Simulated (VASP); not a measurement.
# MoS2 (P6_3/mmc) in VASP: further runs

MoS2 is run at these levels: PBEsol; tasks: single point.

All numbers are computed with VASP 6.6.1; they aren't measurements. Logs are shortened: lines on timing, memory, paths and dates and some standing lists are left out, and cuts for length are marked.

### 1 The cell of the first run

Symmetry: P6_3/mmc, No. 194, hexagonal system. The conventional cell has a = 2.953 Å, b = 2.953 Å, c = 13.038 Å, α = 90.00°, β = 90.00°, γ = 120.00°. Mo (site symmetry -6m2) has 6 S at 2.36 Å and 6 Mo at 2.95 Å within 3.1 Å. Within 3.1 Å of S (site symmetry 3m) lie 3 Mo at 2.36 Å and 6 S at 2.95 Å.

### 2 Single point, PBEsol (biaxial strain in the a-b plane: -6.0 %)

Input file INCAR:

```
SYSTEM = MoS2
PREC = Accurate ; ENCUT = 520
EDIFF = 1E-6 ; ISMEAR = 0
SIGMA = 0.02 ; LREAL = .FALSE.
LASPH = .TRUE. ; NELM = 60
ALGO = Normal ; ISIF = 2
LWAVE = .FALSE. ; LCHARG = .FALSE.
GGA = PS ; NBANDS = 35
```

Input file KPOINTS:

```
regular mesh
0
G
  12 12 2
  0 0 0
```

Input file POSCAR:

```
MoS2
1.0
    2.9529050946      0.0000000000      0.0000000000
   -1.4764525473      2.5572908269      0.0000000000
    0.0000000000      0.0000000000     13.0381507384
Mo S
2 4
Direct
    0.6666666667      0.3333333333      0.2500000000
    0.3333333333      0.6666666667      0.7500000000
    0.6666666667      0.3333333333      0.6247271708
    0.3333333333      0.6666666667      0.3752728292
    0.6666666667      0.3333333333      0.8752728292
    0.3333333333      0.6666666667      0.1247271708
```

Potentials or basis: VASP PAW PBE potentials, release 64 (Mo_sv, S).

The run is started by

```console
cat potpaw_PBE.64/Mo_sv/POTCAR potpaw_PBE.64/S/POTCAR > POTCAR
mpirun -np 1 vasp_std > vasp.out
```

OUTCAR:

```text
SYSTEM = MoS2
   PREC = Accurate
   ENCUT = 520
   EDIFF = 1E-6
   ISMEAR = 0
   LREAL = .FALSE.
   LASPH = .TRUE.
   NELM = 60
   ISIF = 2
   GGA = PS

 ion  position               nearest neighbor table
   1  0.667  0.333  0.250-   4 2.36   6 2.36   4 2.36   6 2.36   4 2.36   6 2.36
   2  0.333  0.667  0.750-   3 2.36   5 2.36   3 2.36   5 2.36   3 2.36   5 2.36
   3  0.667  0.333  0.625-   2 2.36   2 2.36   2 2.36
   4  0.333  0.667  0.375-   1 2.36   1 2.36   1 2.36
   5  0.667  0.333  0.875-   2 2.36   2 2.36   2 2.36
   6  0.333  0.667  0.125-   1 2.36   1 2.36   1 2.36

  LATTYP: Found a hexagonal cell.
 ALAT       =     2.9529050946
 C/A-ratio  =     4.4153639622

  Lattice vectors:

 A1 = (   2.9529050946,   0.0000000000,   0.0000000000)
 A2 = (  -1.4764525473,   2.5572908269,   0.0000000000)
 A3 = (   0.0000000000,   0.0000000000,  13.0381507384)

Analysis of symmetry for initial positions (statically):
=====================================================================
 Subroutine PRICEL returns:
 Original cell was already a primitive cell.

 Routine SETGRP: Setting up the symmetry group for a
 hexagonal supercell.

 Subroutine GETGRP returns: Found 24 space group operations
 (whereof 12 operations were pure point group operations)
 out of a pool of 24 trial point group operations.

The static configuration has the point symmetry D_3d.
 The point group associated with its full space group is D_6h.

Analysis of symmetry for dynamics (positions and initial velocities):
=====================================================================
 Subroutine PRICEL returns:
 Original cell was already a primitive cell.

 Routine SETGRP: Setting up the symmetry group for a
 hexagonal supercell.

 Subroutine GETGRP returns: Found 24 space group operations
 (whereof 12 operations were pure point group operations)
 out of a pool of 24 trial point group operations.

The dynamic configuration has the point symmetry D_3d.
 The point group associated with its full space group is D_6h.

 Subroutine INISYM returns: Found 24 space group operations
 (whereof 12 operations are pure point group operations),
 and found     1 'primitive' translations

----------------------------------------------------------------------------------------

                                     Primitive cell

  volume of cell :      98.4568

  direct lattice vectors                    reciprocal lattice vectors
     2.952905095  0.000000000  0.000000000     0.338649556  0.195519412  0.000000000
    -1.476452547  2.557290827  0.000000000     0.000000000  0.391038825  0.000000000
     0.000000000  0.000000000 13.038150738     0.000000000  0.000000000  0.076697993

  length of vectors
     2.952905095  2.952905095 13.038150738     0.391038825  0.391038825  0.076697993

  position of ions in fractional coordinates (direct lattice)
     0.666666667  0.333333333  0.250000000
     0.333333333  0.666666667  0.750000000
     0.666666667  0.333333333  0.624727171
     0.333333333  0.666666667  0.375272829
     0.666666667  0.333333333  0.875272829
     0.333333333  0.666666667  0.124727171

  ion indices of the primitive-cell ions
   primitive index   ion index
                 1           1
                 2           2
                 3           3
                 4           4
                 5           5
                 6           6

----------------------------------------------------------------------------------------

 KPOINTS: regular mesh

Automatic generation of k-mesh.
 Grid dimensions read from file:
 generate k-points for:   12   12    2

 Generating k-lattice:

  Cartesian coordinates                     Fractional coordinates (reciprocal lattice)
     0.028220796  0.016293284  0.000000000     0.083333333 -0.000000000  0.000000000
     0.000000000  0.032586569  0.000000000     0.000000000  0.083333333  0.000000000
     0.000000000  0.000000000  0.038348997     0.000000000  0.000000000  0.500000000

  Length of vectors
     0.032586569  0.032586569  0.038348997

  Shift w.r.t. Gamma in fractional coordinates (k-lattice)
     0.000000000  0.000000000  0.000000000

 Subroutine IBZKPT returns following result:
 ===========================================

 Found     38 irreducible k-points:

 Following reciprocal coordinates:
            Coordinates               Weight
  0.000000  0.000000  0.000000      1.000000
  0.083333  0.000000  0.000000      6.000000
  0.166667 -0.000000  0.000000      6.000000
  0.250000 -0.000000  0.000000      6.000000
  0.333333 -0.000000  0.000000      6.000000
  0.416667 -0.000000  0.000000      6.000000
[... 16 lines left out ...]
  0.250000 -0.000000  0.500000      6.000000
  0.333333 -0.000000  0.500000      6.000000
 [... further k-points ...]
   k-points           NKPTS =     38   k-points in BZ     NKDIM =     38   number of bands    NBANDS=     35
   number of dos      NEDOS =    301   number of ions     NIONS =      6
   total plane-waves  NPLWV =  56448
   dimension x,y,z NGX =    24 NGY =   24 NGZ =   98
   dimension x,y,z NGXF=    48 NGYF=   48 NGZF=  196
   ions per type =               2   4
   NGX,Y,Z   is equivalent  to a cutoff of  13.51, 13.51, 12.50 a.u.
   NGXF,Y,Z  is equivalent  to a cutoff of  27.02, 27.02, 24.99 a.u.
 SYSTEM =  MoS2
   PREC   = accura    normal or accurate (medium, high low for compatibility)
   ISTART =      0    job   : 0-new  1-cont  2-samecut
   ICHARG =      2    charge: 1-file 2-atom 10-const
   ISPIN  =      1    spin polarized calculation?
   LNONCOLLINEAR =      F non collinear calculations
   LSORBIT =      F    spin-orbit coupling
   LASPH  =      T    aspherical Exc in radial PAW
   ENCUT  =  520.0 eV  38.22 Ry    6.18 a.u.   5.49  5.49 24.24*2*pi/ulx,y,z
   NELM   =     60;   NELMIN=  2; NELMDL= -5     # of ELM steps
   EDIFF  = 0.1E-05   stopping-criterion for ELM
   LREAL  =      F    real-space projection
   EDIFFG = 0.1E-04   stopping-criterion for IOM
   NSW    =      0    number of steps for IOM
   IBRION =     -1    ionic relax: 0-MD 1-quasi-New 2-CG
   NFREE  =      0    steps in history (QN), initial steepest desc. (CG)
   ISIF   =      2    stress and relaxation
   ISYM   =      2    0-nonsym 1-usesym 2-fastsym
   POTIM  = 0.5000    time-step for ionic-motion
   TEBEG  =    0.0;   TEEND  =   0.0 temperature during run
   PSTRESS=    0.0 pullay stress
   NELECT =      52.0000    total number of electrons
   NUPDOWN=      -1.0000    fix difference up-down
   EMIN   =  10.00;   EMAX   =-10.00  energy-range for DOS
   EFERMI =   0.00;   METHOD = LEGACY
   ISMEAR =     0;   SIGMA  =   0.02  broadening in eV -4-tet -1-fermi 0-gaus
   EFERMI_NEDOS =   21; number of points for ismear=-14 and -15
   IALGO  =     38    algorithm
   IMIX   =      4    mixing-type and parameters
     AMIX     =   0.40;   BMIX     =  1.00
     AMIX_MAG =   1.60;   BMIX_MAG =  1.00
  volume/ion in A,a.u.               =      16.41       110.74
  Fermi-wavevector in a.u.,A,eV,Ry     =   1.323307  2.500688 23.825740  1.751142
  Thomas-Fermi vector in A             =   2.452925
   LORBIT       =      0    0 simple, 1 ext, 2 COOP (PROOUT), +10 PAW based schemes
   GGA     = PS    functional components
   LHFCALC =     F    Hartree Fock is set to
   AEXX    =    0.0000 exact exchange contribution
   IVDW    =     0    specifies the selected vdW correction
   LEPSILON=     F    determine dielectric tensor
   LRPA    =     F    only Hartree local field effects (RPA)
 non-spin polarized calculation
 Gauss-broadening in eV      SIGMA  =   0.02
  energy-cutoff  :      520.00
  volume of cell :       98.46
 maximum number of plane-waves:      2712
 NGX is ok and might be reduce to    24
   NGX = 11   NGY = 11   NGZ = 49

 number of electron      52.0000003 magnetization

 Free energy of the ion-electron system (eV)
  ---------------------------------------------------
  ext. energy  EPLUGINS =         0.00000000
  ---------------------------------------------------
  free energy    TOTEN  =       -46.14593270 eV

  energy without entropy =      -46.14593270  energy(sigma->0) =      -46.14593270

 E-fermi :   8.1214     XC(G=0): -11.3570

 val. band max:        7.9009400336   @ k =   0.3333   0.3333   0.0000
 cond. band min:       8.9885973079   @ k =   0.1667   0.1667   0.0000
 fundamental gap:      1.0876572743
 Fermi energy:         8.1213592184

 k-point     1 :       0.0000    0.0000    0.0000
  band No.  band energies     occupation
      1     -52.7252      2.00000
      2     -52.7252      2.00000
      3     -27.0791      2.00000
      4     -27.0791      2.00000
      5     -26.5079      2.00000
      6     -26.5079      2.00000
[... 27 lines left out ...]
     34      11.3932      0.00000
     35      15.3074      0.00000

 k-point     2 :       0.0833    0.0000    0.0000
  band No.  band energies     occupation
      1     -52.7187      2.00000
      2     -52.7187      2.00000
      3     -27.0683      2.00000
      4     -27.0682      2.00000
      5     -26.5618      2.00000
      6     -26.5618      2.00000
[... 27 lines left out ...]
     34      11.4894      0.00000
     35      15.8092      0.00000

 k-point     3 :       0.1667   -0.0000    0.0000
  band No.  band energies     occupation
      1     -52.7008      2.00000
      2     -52.7008      2.00000
      3     -27.0387      2.00000
      4     -27.0386      2.00000
      5     -26.7071      2.00000
      6     -26.7071      2.00000
[... 27 lines left out ...]
     34      11.9255      0.00000
     35      16.0754      0.00000
[... 723 lines left out ...]
 k-point    23 :       0.2500   -0.0000    0.5000
  band No.  band energies     occupation
      1     -52.6763      2.00000
      2     -52.6763      2.00000
      3     -26.9979      2.00000
      4     -26.9979      2.00000
      5     -26.9012      2.00000
      6     -26.9012      2.00000
[... 27 lines left out ...]
     34      12.2275      0.00000
     35      15.8435      0.00000

 k-point    24 :       0.3333   -0.0000    0.5000
  band No.  band energies     occupation
      1     -52.6516      2.00000
      2     -52.6516      2.00000
      3     -27.0905      2.00000
      4     -27.0905      2.00000
      5     -26.9568      2.00000
      6     -26.9568      2.00000
[... 27 lines left out ...]
     34      12.4182      0.00000
     35      15.1976      0.00000

 [... further k-points ...]

------------------------ aborting loop because EDIFF is reached ----------------------------------------

  FORCE on cell =-STRESS in cart. coord.  units (eV):
  Direction    XX          YY          ZZ          XY          YZ          ZX
  --------------------------------------------------------------------------------------
  -------------------------------------------------------------------------------------
  Total       12.3932674     12.3932674     -0.5115011     -0.0000000      0.0000000      0.0000000
  in kB      201.6744094    201.6744094     -8.3236064     -0.0000000      0.0000000      0.0000000
  external PRESSURE =     131.6750708 kB  Pullay stress =       0.0000000 kB

 VOLUME and BASIS-vectors are now :
 -----------------------------------------------------------------------------
  energy-cutoff  :      520.00
  volume of cell :       98.46
      direct lattice vectors                 reciprocal lattice vectors
     2.952905095  0.000000000  0.000000000     0.338649556  0.195519412  0.000000000
    -1.476452547  2.557290827  0.000000000     0.000000000  0.391038825  0.000000000
     0.000000000  0.000000000 13.038150738     0.000000000  0.000000000  0.076697993

 POSITION                                       TOTAL-FORCE (eV/Angst)
 -----------------------------------------------------------------------------------
      1.47645      0.85243      3.25954        -0.000000      0.000000     -0.000000
     -0.00000      1.70486      9.77861         0.000000      0.000000     -0.000000
      1.47645      0.85243      8.14529        -0.000000     -0.000000      0.056041
     -0.00000      1.70486      4.89286        -0.000000      0.000000     -0.056041
      1.47645      0.85243     11.41194         0.000000     -0.000000     -0.056041
     -0.00000      1.70486      1.62621        -0.000000      0.000000      0.056041
 -----------------------------------------------------------------------------------
    total drift:                               -0.000000      0.000000     -0.000000

  FREE ENERGIE OF THE ION-ELECTRON SYSTEM (eV)
  ---------------------------------------------------
  free  energy   TOTEN  =       -46.1459326958 eV

  energy  without entropy=      -46.1459326958  energy(sigma->0) =      -46.14593270
```

Run time: 3.2 min. Hardware: 1 thread of Intel Xeon 8259CL, shared host; peak memory 0.28 GiB.

Results:

| Quantity | Value |
| --- | --- |
| Free energy | -46.1459 eV |
| Pressure | 13.2 GPa |
| Largest force | 0.056 eV/Å |
| Band gap on the k mesh | 1.09 eV (least direct gap 1.85 eV) |

Forces in eV/Å, atoms in the order of the input:
```
Mo   0.000  0.000  0.000
Mo   0.000  0.000  0.000
S    0.000  0.000  0.056
S    0.000  0.000 -0.056
S    0.000  0.000 -0.056
S    0.000  0.000  0.056
```

Caveat: the cell differs from its parent crystal (biaxial strain in the a-b plane: -6.0 %); the cell stands under pressure; the PAW data sets were made with another functional, which shifts forces and pressure a little; this functional lacks dispersion, which binds the layers, so the pressure and a relaxed spacing across them are unreliable. A k mesh can miss the band edges.

### 3 Single point, PBEsol (biaxial strain in the a-b plane: -4.0 %, then relaxed in part)

Input file INCAR:

```
SYSTEM = MoS2
  PREC = Accurate
  ENCUT = 520
  EDIFF = 1E-6
  ISMEAR = 0
  SIGMA = 0.02
  LREAL = .FALSE.
  LASPH = .TRUE.
  NELM = 100
  ALGO = Normal
  ISIF = 2
  LWAVE = .FALSE.
  LCHARG = .TRUE.
  GGA = PS
  LELF = .TRUE.
  LVHAR = .TRUE.
  NBANDS = 35
```

Input file KPOINTS:

```
Automatic mesh
0
G
  12 12 2
  0 0 0
```

Edit POSCAR of step 2 so:

```diff
@@ -2,5 +2,5 @@
 1.0
-    2.9529050946      0.0000000000      0.0000000000
-   -1.4764525473      2.5572908269      0.0000000000
-    0.0000000000      0.0000000000     13.0381507384
+    3.0157328626      0.0000000000      0.0000000000
+   -1.5078664313      2.6117012700      0.0000000000
+    0.0000000000      0.0000000000     12.8156847212
 Mo S
```

Potentials or basis: VASP PAW PBE potentials, release 64 (Mo_sv, S).

The run is started by

```console
cat potpaw_PBE.64/Mo_sv/POTCAR potpaw_PBE.64/S/POTCAR > POTCAR
mpirun -np 1 vasp_std > vasp.out
```

Run time: 3.5 min. Hardware: 1 thread of Intel Xeon 8259CL, shared host; peak memory 0.28 GiB.

The run converged. Its results:

```
Free energy            : -46.5809 eV
Pressure               : 8.4 GPa
Band gap on the k mesh : 1.23 eV (least direct gap 2.08 eV)
```

Stress tensor (GPa, compression positive):
```
12.72  0.00  0.00
 0.00 12.72  0.00
 0.00  0.00 -0.11
```

Levels at points of the mesh, in eV from the valence-band top:
| k point | band 23 | band 24 | band 25 | band 26 | band 27 | band 28 | band 29 | band 30 |
| --- | --- | --- | --- | --- | --- | --- | --- | --- |
| (0.00, 0.00, 0.00) | -1.20 | -1.17 | -1.17 | 0.00 | 3.13 | 3.13 | 3.15 | 3.15 |
| (0.50, 0.00, 0.00) | -0.90 | -0.87 | -0.70 | -0.55 | 2.84 | 2.87 | 2.87 | 3.27 |
| (0.00, 0.00, 0.50) | -1.19 | -1.19 | -0.34 | -0.34 | 3.14 | 3.14 | 3.14 | 3.14 |
| (0.50, 0.00, 0.50) | -0.88 | -0.88 | -0.62 | -0.62 | 2.85 | 2.85 | 3.08 | 3.08 |

Caveat: the cell differs from its parent crystal (biaxial strain in the a-b plane: -4.0 %, then relaxed in part); the cell stands under pressure; the PAW data sets were made with another functional, which shifts forces and pressure a little; this functional lacks dispersion, which binds the layers, so the pressure and a relaxed spacing across them are unreliable. A k mesh can miss the band edges.

### 4 Single point, PBEsol

This run uses another cell than the first one, of 16.82 Å³/atom.

Input file INCAR:

```
PREC = Accurate
ENCUT = 520
EDIFF = 1E-7
ISMEAR = 0
SIGMA = 0.02
LREAL = F
LASPH = T
NELM = 100
ALGO = Normal
ISIF = 2
LWAVE = F
LCHARG = T
GGA = PS
LELF = T
LVHAR = T
NBANDS = 35
```

Input file KPOINTS:

```
regular mesh
0
Gamma
  12 12 2
```

POSCAR is that of step 3.

The run is started by

```console
cat potpaw_PBE.64/Mo_sv/POTCAR potpaw_PBE.64/S/POTCAR > POTCAR
mpirun -np 1 vasp_std > vasp.out
```

It took 4.2 min on 1 thread of Intel Xeon 8259CL, shared host; peak memory 0.28 GiB.

It converged, with:

```
Free energy            : -46.5809 eV
Pressure               : 8.5 GPa
Band gap on the k mesh : 1.23 eV (least direct gap 2.08 eV)
```

Forces in eV/Å, atoms in the order of the input:
```
Mo   0.000  0.000  0.000
Mo   0.000  0.000  0.000
S    0.000  0.000  0.002
S    0.000  0.000 -0.002
S    0.000  0.000 -0.002
S    0.000  0.000  0.002
```

Stress tensor (GPa, compression positive):
```
12.74  0.00  0.00
 0.00 12.74  0.00
 0.00  0.00 -0.06
```

Levels at points of the mesh, in eV from the valence-band top:
| k point | band 23 | band 24 | band 25 | band 26 | band 27 | band 28 | band 29 | band 30 |
| --- | --- | --- | --- | --- | --- | --- | --- | --- |
| (0.00, 0.00, 0.00) | -1.20 | -1.17 | -1.17 | 0.00 | 3.13 | 3.13 | 3.15 | 3.15 |
| (0.50, 0.00, 0.00) | -0.90 | -0.87 | -0.70 | -0.55 | 2.84 | 2.87 | 2.87 | 3.27 |
| (0.00, 0.00, 0.50) | -1.19 | -1.19 | -0.34 | -0.34 | 3.14 | 3.14 | 3.14 | 3.14 |
| (0.50, 0.00, 0.50) | -0.88 | -0.88 | -0.62 | -0.62 | 2.85 | 2.85 | 3.08 | 3.08 |

Caveat: the cell stands under pressure; the PAW data sets were made with another functional, which shifts forces and pressure a little; this functional lacks dispersion, which binds the layers, so the pressure and a relaxed spacing across them are unreliable. A k mesh can miss the band edges.

(Continued in part 2 of 2.)
